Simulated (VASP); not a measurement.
Write the native input for VASP 6.6.1 that does the following.

| Property | Result |
| --- | --- |
| Task | single point |
| Functional | PBEsol |
| Potentials or basis | VASP PAW PBE potentials, release 64 (Gd, O) |
| Cutoff | 520 eV |
| k mesh | 9 × 9 × 9 |
| Occupations | fermi-dirac, width 0.05 eV |
| Spin | collinear spin, ferromagnetic start |
| Starting moments | [7.0, 0.0] μB |
| Dipole correction | no |
| Further INCAR settings | ALGO = Normal; EDIFF = 1e-06; NBANDS = 23 |

The structure of GdO lies in POSCAR:

```
GdO
1.0
    0.0000000000      2.7178813158      2.7178813158
    2.7178813158      0.0000000000      2.7178813158
    2.7178813158      2.7178813158      0.0000000000
Gd O
1 1
Direct
    0.0000000000      0.0000000000      0.0000000000
    0.7500000000      0.7500000000      0.7500000000
```

One way to write it, as run:

INCAR

```
SYSTEM = GdO
PREC = Accurate ; ENCUT = 520
EDIFF = 1E-6 ; ISMEAR = -1
SIGMA = 0.05 ; LREAL = .False.
LASPH = .True. ; NELM = 150
ALGO = Normal ; ISIF = 2
LWAVE = .False. ; LCHARG = .True.
ISPIN = 2 ; MAGMOM = 7 0
LORBIT = 11 ; LMAXMIX = 6
GGA = PS ; LELF = .True.
LVHAR = .True. ; NBANDS = 23
```

KPOINTS

```
Automatic mesh
0
Gamma
  9 9 9
  0 0 0
```

Potentials or basis: VASP PAW PBE potentials, release 64 (Gd, O).

Launch:

```sh
$ cat potpaw_PBE.64/Gd/POTCAR potpaw_PBE.64/O/POTCAR > POTCAR
$ mpirun -np 1 vasp_std > vasp.out
```

Results of the run:

- Pressure: -6.0 GPa
- Net moment: 7.52 μB per cell
- Site moments: Gd +6.86; O -0.03 μB
- Valence electrons inside the program's atomic spheres: Gd 15.19; O 4.96

Caveat: the PAW data sets were made with another functional, which shifts forces and pressure a little; a cell with one magnetic atom can't hold antiferromagnetic order, which such compounds often take.

Run time: 120 s on 1 thread of AMD EPYC 7R13 Processor (Zen 3), on a shared host, peak memory 0.2 GiB.
